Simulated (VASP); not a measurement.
Input of a VASP 6.6.1 run:

INCAR

```
ALGO     = Normal         # electronic algorithm
DIPOL    = 0.5 0.5 0.277
EDIFF    = 1E-6           # SCF threshold, eV
ENCUT    = 520            # plane-wave cutoff, eV
GGA      = PE             # functional
IDIPOL   = 3            
ISIF     = 2              # what is computed and relaxed
ISMEAR   = 0              # smearing method
ISPIN    = 2              # spin polarisation
IVDW     = 12             # dispersion correction
LASPH    = True           # aspherical terms in the spheres
LCHARG   = False          # write CHGCAR
LDIPOL   = True         
LORBIT   = 11             # projections on sites
LREAL    = False          # projectors in reciprocal space
LWAVE    = False          # write WAVECAR
MAGMOM   = 0 0 0 0 0 0 0 0 1 # initial moments
NBANDS   = 34             # bands
NELM     = 150            # most SCF steps
PREC     = Accurate       # precision mode
SIGMA    = 0.1            # smearing width, eV
```

File KPOINTS:

```
k-points
0
Gamma
  6 6 1
```

Contents of POSCAR:

```
C8Cl
1.0
    4.9313048858      0.0000000001      0.0000000000
   -2.4656524430      4.2706353049      0.0000000000
    0.0000000000      0.0000000000     15.5000331949
C Cl
8 1
Direct
    0.3333333333      0.1666666667      0.2580661051
    0.3333333333      0.6666666667      0.2580661051
    0.8333333333      0.1666666667      0.2580661051
    0.8333333333      0.6666666667      0.2580661051
    0.1666666667      0.3333333333      0.2580639635
    0.1666666667      0.8333333333      0.2580639635
    0.6666666667      0.3333333333      0.2580639635
    0.6666666667      0.8333333333      0.2580639635
    0.3333333333      0.1666666667      0.4316307833
```

Potentials or basis: VASP PAW PBE potentials, release 64 (C, Cl).

Run with:

```sh
$ cat potpaw_PBE.64/C/POTCAR potpaw_PBE.64/Cl/POTCAR > POTCAR
$ mpirun -np 1 vasp_std > vasp.out
```

Estimate the site moments.

C +0.03, -0.01; Cl +0.51 μB.

Predict the largest force.

0.426 eV/Å.

What does it give for the dispersion energy per atom?

-0.100 eV.

Forces in eV/Å, atoms in the order of the input:
```
C    0.000  0.000  0.382
C   -0.043 -0.025 -0.071
C    0.000  0.050 -0.071
C    0.043 -0.025 -0.071
C   -0.364  0.210 -0.066
C    0.000 -0.421 -0.066
C    0.364  0.210 -0.066
C    0.000  0.000  0.002
Cl   0.000  0.000  0.028
```
